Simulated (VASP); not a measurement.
# HfN (P6_3/mmc) in VASP: notebook, part 2 of 2

VASP 6.6.1. The steps go on from the part before.

## Step 3: Single point, r2SCAN

Contents of POSCAR:

```
HfN
1.0
    3.1339080000      0.0000000000      0.0000000000
   -1.5669540000      2.7140439411      0.0000000000
    0.0000000000      0.0000000000      5.4167680000
Hf N
2 2
Direct
    0.6666666667      0.3333333333      0.7500000000
    0.3333333333      0.6666666667      0.2500000000
    0.0000000000      0.0000000000      0.0000000000
    0.0000000000      0.0000000000      0.5000000000
```

Contents of INCAR.step1:

```
SYSTEM = HfN
  PREC = Accurate
  ENCUT = 520
  ISMEAR = 1
  SIGMA = 0.15
  LREAL = .FALSE.
  LASPH = .TRUE.
  NELM = 80
  NBANDS = 23
  GGA = PE
  ALGO = Normal
  EDIFF = 1E-4
  LWAVE = .TRUE.
  LCHARG = .FALSE.
```

Contents of INCAR.step2:

```
SYSTEM = HfN
  PREC = Accurate
  ENCUT = 520
  EDIFF = 1E-6
  ISMEAR = 1
  SIGMA = 0.15
  LREAL = .FALSE.
  LASPH = .TRUE.
  NELM = 80
  ALGO = Normal
  ISIF = 2
  LWAVE = .FALSE.
  LCHARG = .FALSE.
  METAGGA = R2SCAN
  LMIXTAU = .TRUE.
  NBANDS = 23
  ISTART = 1
```

Contents of KPOINTS:

```
regular mesh
0
G
  8 8 4
  0 0 0
```

Potentials or basis: VASP PAW PBE potentials, release 64 (Hf_pv, N).

The run is started by

```console
> cat potpaw_PBE.64/Hf_pv/POTCAR potpaw_PBE.64/N/POTCAR > POTCAR
> cp INCAR.step1 INCAR
> mpirun -np 1 vasp_std > vasp.out
> cp INCAR.step2 INCAR
> mpirun -np 1 vasp_std > vasp.out
```

OUTCAR:

```text
SYSTEM = HfN
   PREC = Accurate
   ENCUT = 520
   EDIFF = 1E-6
   ISMEAR = 1
   LREAL = .FALSE.
   LASPH = .TRUE.
   NELM = 80
   ISIF = 2
   METAGGA = R2SCAN
   ISTART = 1

 ion  position               nearest neighbor table
   1  0.667  0.333  0.750-   3 2.26   4 2.26   3 2.26   4 2.26   3 2.26   4 2.26   2 3.26   2 3.26
                             2 3.26   2 3.26   2 3.26   2 3.26
   2  0.333  0.667  0.250-   3 2.26   4 2.26   3 2.26   4 2.26   3 2.26   4 2.26   1 3.26   1 3.26
                             1 3.26   1 3.26   1 3.26   1 3.26
   3  0.000  0.000  0.000-   1 2.26   2 2.26   2 2.26   1 2.26   1 2.26   2 2.26
   4  0.000  0.000  0.500-   1 2.26   2 2.26   2 2.26   1 2.26   1 2.26   2 2.26

  LATTYP: Found a hexagonal cell.
 ALAT       =     3.1339080000
 C/A-ratio  =     1.7284387417

  Lattice vectors:

 A1 = (   3.1339080000,   0.0000000000,   0.0000000000)
 A2 = (  -1.5669540000,   2.7140439411,   0.0000000000)
 A3 = (   0.0000000000,   0.0000000000,   5.4167680000)

Analysis of symmetry for initial positions (statically):
=====================================================================
 Subroutine PRICEL returns:
 Original cell was already a primitive cell.

 Routine SETGRP: Setting up the symmetry group for a
 hexagonal supercell.

 Subroutine GETGRP returns: Found 24 space group operations
 (whereof 12 operations were pure point group operations)
 out of a pool of 24 trial point group operations.

The static configuration has the point symmetry D_3d.
 The point group associated with its full space group is D_6h.

Analysis of symmetry for dynamics (positions and initial velocities):
=====================================================================
 Subroutine PRICEL returns:
 Original cell was already a primitive cell.

 Routine SETGRP: Setting up the symmetry group for a
 hexagonal supercell.

 Subroutine GETGRP returns: Found 24 space group operations
 (whereof 12 operations were pure point group operations)
 out of a pool of 24 trial point group operations.

The dynamic configuration has the point symmetry D_3d.
 The point group associated with its full space group is D_6h.

 Subroutine INISYM returns: Found 24 space group operations
 (whereof 12 operations are pure point group operations),
 and found     1 'primitive' translations

----------------------------------------------------------------------------------------

                                     Primitive cell

  volume of cell :      46.0727

  direct lattice vectors                    reciprocal lattice vectors
     3.133908000  0.000000000  0.000000000     0.319090414  0.184226936  0.000000000
    -1.566954000  2.714043941  0.000000000     0.000000000  0.368453872  0.000000000
     0.000000000  0.000000000  5.416768000     0.000000000  0.000000000  0.184611931

  length of vectors
     3.133908000  3.133908000  5.416768000     0.368453872  0.368453872  0.184611931

  position of ions in fractional coordinates (direct lattice)
     0.666666667  0.333333333  0.750000000
     0.333333333  0.666666667  0.250000000
     0.000000000  0.000000000  0.000000000
[... 31 lines left out ...]
 ===========================================

 Found     30 irreducible k-points:

 Following reciprocal coordinates:
            Coordinates               Weight
  0.000000  0.000000  0.000000      1.000000
  0.125000  0.000000  0.000000      6.000000
  0.250000  0.000000  0.000000      6.000000
  0.375000 -0.000000  0.000000      6.000000
  0.500000  0.000000  0.000000      3.000000
  0.125000  0.125000  0.000000      6.000000
[... 16 lines left out ...]
  0.250000  0.000000  0.500000      6.000000
  0.375000 -0.000000  0.500000      6.000000
 [... further k-points ...]
   k-points           NKPTS =     30   k-points in BZ     NKDIM =     30   number of bands    NBANDS=     23
   number of dos      NEDOS =    301   number of ions     NIONS =      4
   total plane-waves  NPLWV =  23040
   dimension x,y,z NGX =    24 NGY =   24 NGZ =   40
   dimension x,y,z NGXF=    48 NGYF=   48 NGZF=   80
   ions per type =               2   2
   NGX,Y,Z   is equivalent  to a cutoff of  12.73, 12.73, 12.28 a.u.
   NGXF,Y,Z  is equivalent  to a cutoff of  25.46, 25.46, 24.55 a.u.
 SYSTEM =  HfN
   PREC   = accura    normal or accurate (medium, high low for compatibility)
   ISTART =      1    job   : 0-new  1-cont  2-samecut
   ICHARG =      0    charge: 1-file 2-atom 10-const
   ISPIN  =      1    spin polarized calculation?
   LNONCOLLINEAR =      F non collinear calculations
   LSORBIT =      F    spin-orbit coupling
   LASPH  =      T    aspherical Exc in radial PAW
   ENCUT  =  520.0 eV  38.22 Ry    6.18 a.u.   5.83  5.83 10.07*2*pi/ulx,y,z
   NELM   =     80;   NELMIN=  2; NELMDL=  0     # of ELM steps
   EDIFF  = 0.1E-05   stopping-criterion for ELM
   LREAL  =      F    real-space projection
   EDIFFG = 0.1E-04   stopping-criterion for IOM
   NSW    =      0    number of steps for IOM
   IBRION =     -1    ionic relax: 0-MD 1-quasi-New 2-CG
   NFREE  =      0    steps in history (QN), initial steepest desc. (CG)
   ISIF   =      2    stress and relaxation
   ISYM   =      2    0-nonsym 1-usesym 2-fastsym
   POTIM  = 0.5000    time-step for ionic-motion
   TEBEG  =    0.0;   TEEND  =   0.0 temperature during run
   PSTRESS=    0.0 pullay stress
   NELECT =      30.0000    total number of electrons
   NUPDOWN=      -1.0000    fix difference up-down
   EMIN   =  10.00;   EMAX   =-10.00  energy-range for DOS
   EFERMI =   0.00;   METHOD = LEGACY
   ISMEAR =     1;   SIGMA  =   0.15  broadening in eV -4-tet -1-fermi 0-gaus
   EFERMI_NEDOS =   21; number of points for ismear=-14 and -15
   IALGO  =     38    algorithm
   IMIX   =      4    mixing-type and parameters
     AMIX     =   0.40;   BMIX     =  1.00
     AMIX_MAG =   1.60;   BMIX_MAG =  1.00
  volume/ion in A,a.u.               =      11.52        77.73
  Fermi-wavevector in a.u.,A,eV,Ry     =   1.418951  2.681429 27.394277  2.013423
  Thomas-Fermi vector in A             =   2.540023
   LORBIT       =      0    0 simple, 1 ext, 2 COOP (PROOUT), +10 PAW based schemes
   METAGGA = R2SCAN    functional components
   LHFCALC =     F    Hartree Fock is set to
   AEXX    =    0.0000 exact exchange contribution
   IVDW    =     0    specifies the selected vdW correction
   LEPSILON=     F    determine dielectric tensor
   LRPA    =     F    only Hartree local field effects (RPA)
 non-spin polarized calculation
 Methfessel and Paxton  Order N= 1 SIGMA  =   0.15
  energy-cutoff  :      520.00
  volume of cell :       46.07
 maximum number of plane-waves:      1275
 NGX is ok and might be reduce to    24
   NGX = 11   NGY = 11   NGZ = 21

 number of electron      30.0000001 magnetization

 Free energy of the ion-electron system (eV)
  ---------------------------------------------------
  ext. energy  EPLUGINS =         0.00000000
  ---------------------------------------------------
  free energy    TOTEN  =      -116.37706165 eV

  energy without entropy =     -116.37252394  energy(sigma->0) =     -116.37554908

 E-fermi :   7.7899     XC(G=0): -13.6113

 val. band max:        7.7662232387   @ k =   0.2500   0.0000   0.5000
 cond. band min:       7.7974310015   @ k =   0.2500   0.2500   0.5000
 fundamental gap:      0.0312077628
 Fermi energy:         7.7899260616

 k-point     1 :       0.0000    0.0000    0.0000
  band No.  band energies     occupation
      1     -25.0541      2.00000
      2     -24.1893      2.00000
      3     -24.0758      2.00000
      4     -24.0758      2.00000
      5     -24.0195      2.00000
      6     -24.0195      2.00000
[... 613 lines left out ...]
     22      13.6700      0.00000
     23      15.4440      0.00000

 [... further k-points ...]

------------------------ aborting loop because EDIFF is reached ----------------------------------------

  FORCE on cell =-STRESS in cart. coord.  units (eV):
  Direction    XX          YY          ZZ          XY          YZ          ZX
  --------------------------------------------------------------------------------------
  -------------------------------------------------------------------------------------
  Total        0.0878252      0.0878252     -0.1427437      0.0000000      0.0000000     -0.0000000
  in kB        3.0541206      3.0541206     -4.9639127      0.0000000      0.0000000     -0.0000000
  external PRESSURE =       0.3814428 kB  Pullay stress =       0.0000000 kB

 VOLUME and BASIS-vectors are now :
 -----------------------------------------------------------------------------
  energy-cutoff  :      520.00
  volume of cell :       46.07
      direct lattice vectors                 reciprocal lattice vectors
     3.133908000  0.000000000  0.000000000     0.319090414  0.184226936  0.000000000
    -1.566954000  2.714043941  0.000000000     0.000000000  0.368453872  0.000000000
     0.000000000  0.000000000  5.416768000     0.000000000  0.000000000  0.184611931

 POSITION                                       TOTAL-FORCE (eV/Angst)
 -----------------------------------------------------------------------------------
      1.56695      0.90468      4.06258        -0.000000     -0.000000      0.000000
     -0.00000      1.80936      1.35419         0.000000     -0.000000      0.000000
      0.00000      0.00000      0.00000        -0.000000      0.000000      0.000000
      0.00000      0.00000      2.70838        -0.000000      0.000000      0.000000
 -----------------------------------------------------------------------------------
    total drift:                               -0.000000      0.000000     -0.000000

  FREE ENERGIE OF THE ION-ELECTRON SYSTEM (eV)
  ---------------------------------------------------
  free  energy   TOTEN  =      -116.3770616537 eV

  energy  without entropy=     -116.3725239440  energy(sigma->0) =     -116.37554908
```

Run time: 67 s. Hardware: 1 thread of Intel Xeon Platinum 8488C (Sapphire Rapids), shared host; peak memory 0.17 GiB.

What came out:

```yaml
Free_energy: -116.3771 eV
Pressure: 0.0 GPa
Band_gap_on_the_k_mesh: zero (band 15 reaches 9.94 eV, above the bottom of band 16 at 7.49 eV)
```

Levels at points of the mesh, in eV from the Fermi level:
```tsv
k point	band 12	band 13	band 14	band 15	band 16	band 17	band 18	band 19
(0.00, 0.00, 0.00)	-3.73	-3.73	-1.83	-0.28	1.04	1.04	1.38	2.23
(0.50, 0.00, 0.00)	-5.63	-3.41	-2.71	-2.54	2.65	3.11	4.84	4.98
(0.00, 0.00, 0.50)	-4.51	-4.51	-4.51	2.15	2.15	3.25	3.25	3.25
(0.50, 0.00, 0.50)	-5.58	-4.62	-4.62	-0.16	-0.16	5.12	5.12	5.17
```

Caveat: the PAW data sets were made with another functional, which shifts forces and pressure a little; spin-orbit coupling is left out, which moves the levels of the heavy elements.

## Step 4: Single point, r2SCAN

POSCAR is that of step 3.

Contents of INCAR.step1:

```
SYSTEM = HfN
PREC = Accurate
ENCUT = 520
ISMEAR = 1
SIGMA = 0.1
LREAL = .False.
LASPH = .True.
NELM = 60
NBANDS = 23
GGA = PE
ALGO = Normal
EDIFF = 1E-4
LWAVE = .True.
LCHARG = .False.
```

Contents of INCAR.step2:

```
SYSTEM = HfN
PREC = Accurate
ENCUT = 520
EDIFF = 1E-7
ISMEAR = 1
SIGMA = 0.1
LREAL = .False.
LASPH = .True.
NELM = 60
ALGO = Normal
ISIF = 2
LWAVE = .False.
LCHARG = .False.
METAGGA = R2SCAN
LMIXTAU = .True.
NBANDS = 23
ISTART = 1
```

Contents of KPOINTS:

```
regular mesh
0
Gamma
  8 8 4
  0 0 0
```

The run is started by

```console
> cat potpaw_PBE.64/Hf_pv/POTCAR potpaw_PBE.64/N/POTCAR > POTCAR
> cp INCAR.step1 INCAR
> mpirun -np 1 vasp_std > vasp.out
> cp INCAR.step2 INCAR
> mpirun -np 1 vasp_std > vasp.out
```

It took 68 s on 1 thread of Intel Xeon Platinum 8488C (Sapphire Rapids), shared host; peak memory 0.18 GiB.

It converged, with:

```
Free energy            : -116.3755 eV
Pressure               : 0.1 GPa
Band gap on the k mesh : zero (band 15 reaches 9.94 eV, above the bottom of band 16 at 7.49 eV)
```

Stress tensor (GPa, compression positive):
```
 0.32  0.00  0.00
 0.00  0.32  0.00
 0.00  0.00 -0.40
```

Levels at points of the mesh, in eV from the Fermi level:
```tsv
k point	band 11	band 12	band 13	band 14	band 15	band 16	band 17	band 18	band 19	band 20
(0.00, 0.00, 0.00)	-4.86	-3.72	-3.72	-1.82	-0.28	1.05	1.05	1.38	2.23	2.23
(0.50, 0.00, 0.00)	-5.97	-5.62	-3.40	-2.71	-2.54	2.66	3.11	4.84	4.98	5.92
(0.00, 0.00, 0.50)	-4.50	-4.50	-4.50	-4.50	2.16	2.16	3.25	3.25	3.25	3.25
(0.50, 0.00, 0.50)	-5.57	-5.57	-4.62	-4.62	-0.16	-0.16	5.12	5.12	5.17	5.17
```

Caveat: the PAW data sets were made with another functional, which shifts forces and pressure a little; spin-orbit coupling is left out, which moves the levels of the heavy elements.

## Step 5: The runs side by side

| smearing | gap on the mesh (eV) | pressure (GPa) |
| --- | --- | --- |
| methfessel-paxton 0.25 eV | none | 0.0 |
| methfessel-paxton 0.15 eV | none | 0.0 |
| methfessel-paxton 0.1 eV | none | 0.1 |

Alike in all rows: task single point; level r2SCAN; potentials or basis VASP PAW PBE potentials, release 64 (Hf_pv, N); no spin polarisation; cell as given; k mesh 8 × 8 × 4; cutoff (eV) 520.

Every run on the cell as given and a fine mesh finds a metal.

Caveats: the PAW data sets were made with another functional, which shifts forces and pressure a little; spin-orbit coupling is left out, which moves the levels of the heavy elements.

Total energies depend on the potentials used, so only differences within one code and one set of settings carry meaning.
